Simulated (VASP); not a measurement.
Input of a VASP 6.6.1 run:

The input INCAR:

```
PREC = Accurate ; ENCUT = 400
EDIFF = 1E-6 ; ISMEAR = -1
SIGMA = 0.2241 ; LREAL = False
LASPH = True ; NELM = 120
ALGO = Normal ; ISIF = 2
LWAVE = False ; LCHARG = False
GGA = PE ; IVDW = 12
NBANDS = 90 ; GGA_COMPAT = False
```

KPOINTS

```
Automatic mesh
0
Gamma
  2 2 2
  0.5 0.5 0.5
```

File POSCAR:

```
InSe
1.0
    4.1291197399      7.1518451800      0.0000000000
   -4.1291197399      7.1518451800      0.0000000000
    0.0000000000      4.7678967867      8.5851330678
In Se
8 8
Direct
    0.0005355447      0.0063832802     -0.0057367777
    0.0001946119      0.4998025502      0.0007977745
    0.4974238709     -0.0036274743      0.0046191480
    0.4936576939      0.4948010369      0.0048843739
    0.8875183642      0.8829464455      0.3340998884
    0.8896879413      0.3874753316      0.3385561967
    0.3866831058      0.8910896455      0.3344487473
    0.3893962488      0.3883175685      0.3320032407
    0.3952919865      0.3836478582      0.8443431153
    0.3862727243      0.8750941020      0.8488482290
    0.8836632436      0.3876570415      0.8467494846
    0.8822939085      0.8809599680      0.8477059054
    0.1777408486      0.1715632607      0.4968526366
    0.1666479044      0.6786136824      0.4842348939
    0.6605923778      0.1688524604      0.4961275459
    0.6743698310      0.6774443362      0.4851034885
```

Potentials or basis: VASP PAW PBE potentials, release 64 (In_d, Se).

The run is started by

```console
$ cat potpaw_PBE.64/In_d/POTCAR potpaw_PBE.64/Se/POTCAR > POTCAR
$ mpirun -np 1 vasp_std > vasp.out
```

Estimate the pressure.

-3.1 GPa.

Predict the largest force.

0.887 eV/Å.

Estimate the band gap on the k mesh.

1.29 eV.

What does it give for the dispersion energy per atom?

-0.275 eV.

Forces in eV/Å, atoms in the order of the input:
```
In   0.082 -0.141  0.098
In   0.165  0.081 -0.195
In  -0.015  0.026 -0.525
In   0.115  0.270 -0.318
In  -0.340  0.507 -0.204
In   0.168 -0.174  0.401
In  -0.124  0.127  0.452
In   0.021  0.195  0.517
Se  -0.106 -0.462  0.509
Se  -0.116  0.209  0.436
Se  -0.082 -0.023  0.430
Se  -0.078  0.081  0.440
Se  -0.110 -0.447 -0.681
Se   0.271  0.021 -0.353
Se   0.132  0.268 -0.835
Se   0.016 -0.538 -0.174
```

Caveat: the cell stands under tension; the atoms stand as in a frame of molecular dynamics; spin-orbit coupling is left out, which moves the levels of the heavy elements; a shifted mesh leaves out Γ, where band edges can lie. A k mesh can miss the band edges.
